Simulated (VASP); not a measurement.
Write the native input for VASP 6.6.1 that does the following.

```
Task                   : single point
Functional             : PBE
Potentials or basis    : VASP PAW PBE potentials, release 64 (W_sv, S)
Cutoff                 : 520 eV
k mesh                 : 10 × 10 × 10
Occupations            : fermi-dirac, width 0.05 eV
Spin                   : no spin polarisation
Dipole correction      : no
Further INCAR settings : ALGO = Normal; EDIFF = 1e-07; NBANDS = 20
```

The structure of WS2 lies in POSCAR:

```
WS2
1.0
    1.5790001700      0.9116361700      6.1633291500
   -1.5790001700      0.9116361700      6.1633291500
    0.0000000000     -1.8232723400      6.1633291500
W S
1 2
Direct
    0.0000000000      0.0000000000      0.0000000000
    0.7503000000      0.7503000000      0.7503000000
    0.5810000000      0.5810000000      0.5810000000
```

The input as run:

INCAR

```
ALGO = Normal
EDIFF = 1E-7
ENCUT = 520
GGA = PE
ISIF = 2
ISMEAR = -1
LASPH = T
LCHARG = T
LELF = T
LREAL = F
LVHAR = T
LWAVE = F
NBANDS = 20
NELM = 60
PREC = Accurate
SIGMA = 0.05
```

KPOINTS

```
k-points
0
Gamma
  10 10 10
```

Potentials or basis: VASP PAW PBE potentials, release 64 (W_sv, S).

The run is started by

```bash
$ cat potpaw_PBE.64/W_sv/POTCAR potpaw_PBE.64/S/POTCAR > POTCAR
$ mpirun -np 1 vasp_std > vasp.out
```

It gave:

```yaml
Pressure: 4.5 GPa
Largest_force: 0.611 eV/Å
Band_gap_on_the_k_mesh: 1.08 eV (least direct gap 2.24 eV)
```

Caveat: the cell stands under pressure; spin-orbit coupling is left out, which moves the levels of the heavy elements.

Wall time 5.8 min on 1 thread of AMD EPYC 7R13 Processor (Zen 3), with other jobs on the host, peak memory 0.35 GiB.
